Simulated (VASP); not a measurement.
RbCu3: relaxation of cell and atoms with PBE

RbCu3:

```
Rb Cu
1.0
     4.26497    0.00000    0.00000
     0.00000    4.26497    0.00000
     0.00000    0.00000    4.26497
Rb Cu
1 3
Direct
  0.00000 0.00000 0.00000
  0.00000 0.50000 0.50000
  0.50000 0.00000 0.50000
  0.50000 0.50000 0.00000
```

```json
{"Program": "VASP 6.6.1", "Task": "relaxation of cell and atoms", "Functional": "PBE", "Potentials or basis": "VASP PAW PBE potentials, release 64 (Rb_sv, Cu)", "Cutoff": "600 eV", "k mesh": "12 × 12 × 12", "Occupations": "gaussian, width 0.1 eV", "Spin": "no spin polarisation", "Dipole correction": "no", "Further INCAR settings": "ALGO = Fast; EDIFF = 1e-07; IBRION = 2; EDIFFG = -0.01; NSW = 100; ISIF = 3"}
```

The relaxed volume is 20.63 Å³/atom, the relaxed cell is a = 4.354 Å, b = 4.354 Å, c = 4.354 Å, α = 90.00°, β = 90.00°, γ = 90.00° and the space group after relaxing (to 0.1 Å) is Pm-3m (No. 221). The energy gained by relaxing is 7.4 meV/atom. The ionic steps are 4, the pressure after relaxing is 0.0 GPa and the band gap on the k mesh is zero (bands 21 and 22 overlap by 2.02 eV).

Step by step:
```tsv
step	energy change (eV)	largest force (eV/Å)	pressure (GPa)	volume (Å³)
1	0.0000	0.0000	2.05	77.58
2	-0.0244	0.0000	0.79	80.39
3	-0.0293	0.0000	-0.12	82.86
4	-0.0294	0.0000	0.01	82.52
```

Final structure:
```cif
data_structure
_symmetry_space_group_name_H-M 'P 1'
_symmetry_Int_Tables_number 1
_cell_length_a 4.3536
_cell_length_b 4.3536
_cell_length_c 4.3536
_cell_angle_alpha 90.000
_cell_angle_beta 90.000
_cell_angle_gamma 90.000
_cell_volume 82.52
loop_
_atom_site_label
_atom_site_type_symbol
_atom_site_fract_x
_atom_site_fract_y
_atom_site_fract_z
_atom_site_occupancy
Rb1 Rb 0.00000 0.00000 0.00000 1
Cu1 Cu 0.00000 0.50000 0.50000 1
Cu2 Cu 0.50000 0.00000 0.50000 1
Cu3 Cu 0.50000 0.50000 0.00000 1
```

Levels at points of the mesh, in eV from the Fermi level:
```csv
k point,band 19,band 20,band 21,band 22,band 23,band 24
"(0.00, 0.00, 0.00)",-1.73,-1.73,1.83,1.83,2.64,2.64
"(0.50, 0.00, 0.00)",-2.00,-1.92,-1.73,2.45,2.45,2.82
"(0.50, 0.50, 0.00)",-2.09,-2.03,-0.19,-0.19,0.02,3.83
"(0.50, 0.50, 0.50)",-1.82,-0.34,0.11,0.11,0.11,2.23
```

Run time: 7.2 min on 1 thread of Intel(R) Xeon(R) 6975P-C (Granite Rapids), on a shared host, peak memory 0.34 GiB.
